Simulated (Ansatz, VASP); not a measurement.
**Two plane-wave programs on LiCl**

```
Li Cl
1.0
     3.28105    0.00000    0.00000
     0.00000    3.28105    0.00000
     0.00000    0.00000    3.28105
Li Cl
1 1
Direct
  0.00000 0.00000 0.00000
  0.50000 0.50000 0.50000
```

Alike in both runs: task single point; functional PBE; k mesh 6 × 6 × 6; no spin polarisation.

|  | VASP | Ansatz |
| --- | --- | --- |
| version | VASP 6.6.1 | Ansatz 0.2.0 |
| potentials or method | VASP PAW PBE potentials, release 64 (Li_sv, Cl) | plane waves, PAW |
| plane-wave cutoff (eV) | 520 | 420 |
| occupations | gaussian, width 0.01 eV | fixed |
| valence electrons in the cell | 10 | 10 |

|  | VASP | Ansatz | Ansatz less VASP |
| --- | --- | --- | --- |
| gap on the k mesh at the Fermi level (eV) | 4.40 | 4.38 | -0.013 |

Noted on VASP's run: the cutoff is short for stress, so the pressure is rough.
